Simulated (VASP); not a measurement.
Set up this calculation in VASP 6.6.1, as the native input.

```
Task                   : single point
Functional             : PBEsol
Potentials or basis    : VASP PAW PBE potentials, release 64 (Bi_d)
Cutoff                 : 520 eV
k mesh                 : 11 × 11 × 11
Occupations            : fermi-dirac, width 0.1 eV
Spin                   : no spin polarisation
Dipole correction      : no
Further INCAR settings : ALGO = Normal; EDIFF = 1e-06; NBANDS = 14
```

The structure of Bi lies in POSCAR:

```
Bi
1.0
    3.0877874751      0.0000000000      0.0000000000
    0.0000000000      3.0877874751      0.0000000000
    0.0000000000      0.0000000000      3.0877874751
Bi
1
Direct
    0.0000000000      0.0000000000      0.0000000000
```

This cell differs from its parent crystal: volume scaled by 0.88.

One way to write it, as run:

INCAR

```
SYSTEM = Bi
PREC = Accurate
ENCUT = 520
EDIFF = 1E-6
ISMEAR = -1
SIGMA = 0.1
LREAL = .FALSE.
LASPH = .TRUE.
NELM = 100
ALGO = Normal
ISIF = 2
LWAVE = .FALSE.
LCHARG = .TRUE.
GGA = PS
LELF = .TRUE.
LVHAR = .TRUE.
NBANDS = 14
```

KPOINTS

```
Automatic mesh
0
G
  11 11 11
  0 0 0
```

Potentials or basis: VASP PAW PBE potentials, release 64 (Bi_d).

Command:

```console
$ cat potpaw_PBE.64/Bi_d/POTCAR > POTCAR
$ mpirun -np 1 vasp_std > vasp.out
```

Results of the run:

| Quantity | Value |
| --- | --- |
| Pressure | 9.3 GPa |

Caveat: the PAW data sets were made with another functional, which shifts forces and pressure a little.

Run time: 10 s on 1 thread of Intel(R) Xeon(R) Platinum 8259CL CPU @ 2.50GHz (Skylake/Cascade Lake), with other jobs on the host, peak memory 0.15 GiB.
